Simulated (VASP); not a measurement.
# Cd (P6_3/mmc) in VASP: notebook

The runs below take Cd through relaxation of cell and atoms, with PBE.

Everything below comes from runs of VASP 6.6.1. Logs are shortened: lines on timing, memory, paths and dates and some standing lists are left out, and cuts for length are marked.

**1. The cell of the first run**

The structure is hexagonal, space group P6_3/mmc (No. 194). Conventional cell: a = 2.711 Å, b = 2.711 Å, c = 4.373 Å, α = 90.00°, β = 90.00°, γ = 120.00°. Cd (site symmetry -6m2) has 12 Cd at 2.69 to 2.71 Å within 3.5 Å.

**2. Relaxation of cell and atoms, PBE, target pressure 84 GPa, at which the enthalpy is minimised**

The input, INCAR:

```
SYSTEM = Cd
PREC = Accurate
ENCUT = 600
EDIFF = 1E-7
ISMEAR = -1
SIGMA = 0.05
LREAL = .FALSE.
LASPH = .TRUE.
NELM = 80
ALGO = Normal
ISIF = 3
LWAVE = .FALSE.
LCHARG = .FALSE.
GGA = PE
IBRION = 2
NSW = 32
EDIFFG = -0.005
PSTRESS = 840.0
```

The input, KPOINTS:

```
Automatic mesh
0
G
  16 16 9
  0 0 0
```

The input, POSCAR:

```
Cd
1.0
    2.7114028858      0.0000000000      0.0000000000
   -1.3557014429      2.3481437790      0.0000000000
    0.0000000000      0.0000000000      4.3726936225
Cd
2
Direct
    0.3333333333      0.6666666667      0.2500000000
    0.6666666667      0.3333333333      0.7500000000
```

Potentials or basis: VASP PAW PBE potentials, release 64 (Cd).

The run is started by

```console
$ cat potpaw_PBE.64/Cd/POTCAR > POTCAR
$ mpirun -np 1 vasp_std > vasp.out
```

OUTCAR:

```text
SYSTEM = Cd
   PREC = Accurate
   ENCUT = 600
   EDIFF = 1E-7
   ISMEAR = -1
   LREAL = .FALSE.
   LASPH = .TRUE.
   NELM = 80
   ISIF = 3
   GGA = PE
   IBRION = 2
   NSW = 32
   EDIFFG = -0.005
   PSTRESS = 840.0

 ion  position               nearest neighbor table
   1  0.333  0.667  0.250-   2 2.69   2 2.69   2 2.69   2 2.69   2 2.69   2 2.69
   2  0.667  0.333  0.750-   1 2.69   1 2.69   1 2.69   1 2.69   1 2.69   1 2.69

  LATTYP: Found a hexagonal cell.
 ALAT       =     2.7114028858
 C/A-ratio  =     1.6127052329

  Lattice vectors:

 A1 = (   2.7114028858,   0.0000000000,   0.0000000000)
 A2 = (  -1.3557014429,   2.3481437790,   0.0000000000)
 A3 = (   0.0000000000,   0.0000000000,   4.3726936225)

Analysis of symmetry for initial positions (statically):
=====================================================================
 Subroutine PRICEL returns:
 Original cell was already a primitive cell.

 Routine SETGRP: Setting up the symmetry group for a
 hexagonal supercell.

 Subroutine GETGRP returns: Found 24 space group operations
 (whereof 12 operations were pure point group operations)
 out of a pool of 24 trial point group operations.

The static configuration has the point symmetry D_3d.
 The point group associated with its full space group is D_6h.

Analysis of symmetry for dynamics (positions and initial velocities):
=====================================================================
 Subroutine PRICEL returns:
 Original cell was already a primitive cell.

 Routine SETGRP: Setting up the symmetry group for a
 hexagonal supercell.

 Subroutine GETGRP returns: Found 24 space group operations
 (whereof 12 operations were pure point group operations)
 out of a pool of 24 trial point group operations.

The dynamic configuration has the point symmetry D_3d.
 The point group associated with its full space group is D_6h.

 Subroutine INISYM returns: Found 24 space group operations
 (whereof 12 operations are pure point group operations),
 and found     1 'primitive' translations

----------------------------------------------------------------------------------------

                                     Primitive cell

  volume of cell :      27.8399

  direct lattice vectors                    reciprocal lattice vectors
     2.711402886  0.000000000  0.000000000     0.368812767  0.212934150  0.000000000
    -1.355701443  2.348143779  0.000000000     0.000000000  0.425868300  0.000000000
     0.000000000  0.000000000  4.372693622     0.000000000  0.000000000  0.228691989

  length of vectors
     2.711402886  2.711402886  4.372693622     0.425868300  0.425868300  0.228691989

[... 87 lines left out ...]
   ISYM   =      2    0-nonsym 1-usesym 2-fastsym
   POTIM  = 0.5000    time-step for ionic-motion
   TEBEG  =    0.0;   TEEND  =   0.0 temperature during run
   PSTRESS=  840.0 pullay stress
   NELECT =      24.0000    total number of electrons
   NUPDOWN=      -1.0000    fix difference up-down
   EMIN   =  10.00;   EMAX   =-10.00  energy-range for DOS
   EFERMI =   0.00;   METHOD = LEGACY
   ISMEAR =    -1;   SIGMA  =   0.05  broadening in eV -4-tet -1-fermi 0-gaus
   EFERMI_NEDOS =   21; number of points for ismear=-14 and -15
   IALGO  =     38    algorithm
   IMIX   =      4    mixing-type and parameters
     AMIX     =   0.40;   BMIX     =  1.00
     AMIX_MAG =   1.60;   BMIX_MAG =  1.00
  volume/ion in A,a.u.               =      13.92        93.94
  Fermi-wavevector in a.u.,A,eV,Ry     =   1.558078  2.944341 33.029617  2.427608
  Thomas-Fermi vector in A             =   2.661635
   LORBIT       =      0    0 simple, 1 ext, 2 COOP (PROOUT), +10 PAW based schemes
   GGA     = PE    functional components
   LHFCALC =     F    Hartree Fock is set to
   AEXX    =    0.0000 exact exchange contribution
   IVDW    =     0    specifies the selected vdW correction
   LEPSILON=     F    determine dielectric tensor
   LRPA    =     F    only Hartree local field effects (RPA)
 conjugate gradient relaxation of ions
 non-spin polarized calculation
  energy-cutoff  :      600.00
  volume of cell :       27.84
 maximum number of plane-waves:       960
 NGX is ok and might be reduce to    24
   NGX = 11   NGY = 11   NGZ = 17

--------------------------------------- Ionic step        1  -------------------------------------------

 number of electron      23.9999994 magnetization

 Free energy of the ion-electron system (eV)
  ---------------------------------------------------
  ext. energy  EPLUGINS =         0.00000000
  ---------------------------------------------------
  free energy    TOTEN  =         1.30786033 eV

  energy without entropy =        1.30911256  energy(sigma->0) =        1.30848644

------------------------ aborting loop because EDIFF is reached ----------------------------------------

  FORCE on cell =-STRESS in cart. coord.  units (eV):
  Direction    XX          YY          ZZ          XY          YZ          ZX
  --------------------------------------------------------------------------------------
  -------------------------------------------------------------------------------------
  Total       15.0515923     15.0515923     15.0561823      0.0000000      0.0000000      0.0000000
  in kB      866.2140801    866.2140801    866.4782328      0.0000000      0.0000000      0.0000000
  external PRESSURE =      26.3021310 kB  Pullay stress =     840.0000000 kB
[... 63 lines left out ...]
--------------------------------------- Ionic step        3  -------------------------------------------

 number of electron      23.9999993 magnetization

 Free energy of the ion-electron system (eV)
  ---------------------------------------------------
  ext. energy  EPLUGINS =         0.00000000
  ---------------------------------------------------
  free energy    TOTEN  =         1.21409623 eV

  energy without entropy =        1.21536270  energy(sigma->0) =        1.21472946

 E-fermi :   7.7059     XC(G=0): -13.5508

 val. band max:        7.6784323085   @ k =   0.3125   0.1875   0.0000
 cond. band min:       7.7735996934   @ k =   0.2500   0.0000   0.0000
 fundamental gap:      0.0951673849
 Fermi energy:         7.7059480324

 k-point     1 :       0.0000    0.0000    0.0000
  band No.  band energies     occupation
      1      -5.8350      2.00000
      2      -5.4877      2.00000
      3      -3.9519      2.00000
      4      -3.8924      2.00000
      5      -3.8924      2.00000
      6      -3.6274      2.00000
[... 433 lines left out ...]
      3      -4.6657      2.00000
      4      -4.0637      2.00000
      5      -3.7239      2.00000
      6      -3.4428      2.00000
[... 8 lines left out ...]
     15      11.8456      0.00000
     16      18.3316      0.00000

 [... further k-points ...]
[... 5 lines left out ...]
  --------------------------------------------------------------------------------------
  -------------------------------------------------------------------------------------
  Total       14.6792119     14.6792119     14.6870702      0.0000000     -0.0000000      0.0000000
  in kB      839.4721825    839.4721825    839.9215841      0.0000000     -0.0000000      0.0000000
  external PRESSURE =      -0.3780170 kB  Pullay stress =     840.0000000 kB
[... 21 lines left out ...]
  energy  without entropy=        1.2153626999  energy(sigma->0) =        1.21472946

  enthalpy is  TOTEN    =        15.9025376357 eV   P V=       14.6884414098

 reached required accuracy - stopping structural energy minimisation
```

Run time: 78 s. Hardware: 1 thread of AMD EPYC 9R45 (Zen 5), shared host; peak memory 0.18 GiB.

Results:

| Item | Value |
| --- | --- |
| Free energy | 1.2141 eV |
| Relaxed volume | 14.01 Å³/atom |
| Relaxed cell | a = 2.717 Å, b = 2.717 Å, c = 4.382 Å, α = 90.00°, β = 90.00°, γ = 120.00° |
| Space group after relaxing (to 0.1 Å) | P6_3/mmc (No. 194) |
| Energy change on relaxing (the run minimises the enthalpy) | -46.9 meV/atom |
| Ionic steps | 3 |
| Pressure after relaxing | 84.0 GPa |
| Band gap on the k mesh | zero (bands 12 and 13 overlap by 2.08 eV) |

The path:
| step | energy change (eV) | largest force (eV/Å) | pressure (GPa) | volume (Å³) |
| --- | --- | --- | --- | --- |
| 1 | 0.0000 | 0.0000 | 86.63 | 27.84 |
| 2 | -0.4641 | 0.0000 | 73.48 | 28.77 |
| 3 | -0.0938 | 0.0000 | 83.96 | 28.02 |

Final structure:
```cif
data_structure
_symmetry_space_group_name_H-M 'P 1'
_symmetry_Int_Tables_number 1
_cell_length_a 2.7171
_cell_length_b 2.7171
_cell_length_c 4.3820
_cell_angle_alpha 90.000
_cell_angle_beta 90.000
_cell_angle_gamma 120.000
_cell_volume 28.02
loop_
_atom_site_label
_atom_site_type_symbol
_atom_site_fract_x
_atom_site_fract_y
_atom_site_fract_z
_atom_site_occupancy
Cd1 Cd 0.33333 0.66667 0.25000 1
Cd2 Cd 0.66667 0.33333 0.75000 1
```

Levels at points of the mesh, in eV from the Fermi level:
```tsv
k point	band 8	band 9	band 10	band 11	band 12	band 13	band 14	band 15	band 16
(0.00, 0.00, 0.00)	-11.02	-11.02	-9.84	-9.84	-5.06	-0.64	13.72	16.34	16.34
(0.50, 0.00, 0.00)	-9.74	-9.62	-9.57	-4.93	-3.33	3.41	3.42	6.40	6.87
```

Caveat: the cell is relaxed towards a set pressure, so the run minimises the enthalpy, not the energy.

**3. Relaxation of cell and atoms, PBE, target pressure 84 GPa, at which the enthalpy is minimised**

This run uses another cell than the first one, of 13.98 Å³/atom.

The input, INCAR:

```
PREC = Accurate ; ENCUT = 600
EDIFF = 1E-6 ; ISMEAR = -1
SIGMA = 0.05 ; LREAL = F
LASPH = T ; NELM = 80
ALGO = Normal ; ISIF = 3
LWAVE = F ; LCHARG = F
GGA = PE ; IBRION = 2
NSW = 60 ; EDIFFG = -0.005
PSTRESS = 840.0
```

The input, KPOINTS:

```
Automatic mesh
0
Gamma
  16 16 9
```

The input, POSCAR:

```
Cd
1.0
    2.7113059209      0.0000000000      0.0000000000
   -1.3556529605      2.3480598050      0.0000000000
    0.0000000000      0.0000000000      4.3923155919
Cd
2
Direct
    0.3333333333      0.6666666667      0.2500000000
    0.6666666667      0.3333333333      0.7500000000
```

Potentials or basis: VASP PAW PBE potentials, release 64 (Cd).

The run is started by

```console
$ cat potpaw_PBE.64/Cd/POTCAR > POTCAR
$ mpirun -np 1 vasp_std > vasp.out
```

It took 95 s on 1 thread of AMD EPYC 9R45 (Zen 5), shared host; peak memory 0.18 GiB.

The run converged. Its results:

- Free energy: 1.2154 eV
- Relaxed volume: 14.01 Å³/atom
- Relaxed cell: a = 2.717 Å, b = 2.717 Å, c = 4.383 Å, α = 90.00°, β = 90.00°, γ = 120.00°
- Space group after relaxing (to 0.1 Å): P6_3/mmc (No. 194)
- Energy change on relaxing (the run minimises the enthalpy): -13.4 meV/atom
- Ionic steps: 5
- Pressure after relaxing: 84.0 GPa
- Band gap on the k mesh: zero (bands 12 and 13 overlap by 2.08 eV)

Step by step:
```csv
step,energy change (eV),largest force (eV/Å),pressure (GPa),volume (Å³)
1,0.0000,0.0000,84.80,27.96
2,-0.1468,0.0000,80.56,28.25
3,-0.0363,0.0000,83.78,28.03
4,-0.0259,0.0000,84.12,28.01
5,-0.0269,0.0000,84.03,28.01
```

Final structure:
```
Cd
1.0
     2.71678    0.00000    0.00000
    -1.35839    2.35280    0.00000
     0.00000    0.00000    4.38255
Cd
2
Direct
  0.33333 0.66667 0.25000
  0.66667 0.33333 0.75000
```

Levels at points of the mesh, in eV from the Fermi level:
```
           k point  band 8  band 9  band 10  band 11  band 12  band 13  band 14  band 15  band 16
(0.00, 0.00, 0.00)  -11.02  -11.02    -9.84    -9.84    -5.06    -0.64    13.72    16.35    16.35
(0.50, 0.00, 0.00)   -9.74   -9.62    -9.57    -4.92    -3.33     3.41     3.42     6.40     6.87
```

Caveat: the cell is relaxed towards a set pressure, so the run minimises the enthalpy, not the energy.

The gap in the log of VASP goes by the Fermi energy; the results here count the filled bands.